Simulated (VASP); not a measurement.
## BaS: single point with r2SCAN

The system is BaS.

```
Ba S
1.0
     3.75550    0.00000    0.00000
     0.00000    3.75550    0.00000
     0.00000    0.00000    3.75550
Ba S
1 1
Cartesian
  0.0000 0.0000 0.0000
  1.8777 1.8777 1.8777
```

This cell differs from its parent crystal: volume changed by -6%.

```json
{
  "Program": "VASP 6.6.1",
  "Task": "single point",
  "Functional": "r2SCAN",
  "Potentials or basis": "VASP PAW PBE potentials, release 64 (Ba_sv, S)",
  "Cutoff": "520 eV",
  "k mesh": "6 × 6 × 6",
  "Occupations": "gaussian, width 0.01 eV",
  "Spin": "no spin polarisation",
  "Dipole correction": "no",
  "Further INCAR settings": "ALGO = Normal; EDIFF = 1e-06; NBANDS = 15"
}
```

The pressure is 4.8 GPa and the band gap on the k mesh is 1.71 eV, indirect (least direct gap 1.77 eV).

Levels at points of the mesh, in eV from the valence-band top:
```
           k point  band 5  band 6  band 7  band 8  band 9  band 10  band 11  band 12
(0.00, 0.00, 0.00)  -11.67   -0.06   -0.06   -0.06    1.71     1.71     5.25     7.31
(0.50, 0.00, 0.00)  -10.10   -3.05   -0.80   -0.80    2.86     6.98     7.00     7.98
(0.50, 0.50, 0.00)  -11.22   -1.40   -1.40    0.00    2.71     4.02     4.86     4.86
(0.50, 0.50, 0.50)  -10.76   -3.06   -3.06   -3.06    8.42     8.42     8.42     8.88
```

It took 120 s on 1 thread of Intel Xeon 8259CL, with other jobs on the host, peak memory 0.17 GiB.

Caveat: the PAW data sets were made with another functional, which shifts forces and pressure a little; spin-orbit coupling is left out, which moves the levels of the heavy elements. A k mesh can miss the band edges.
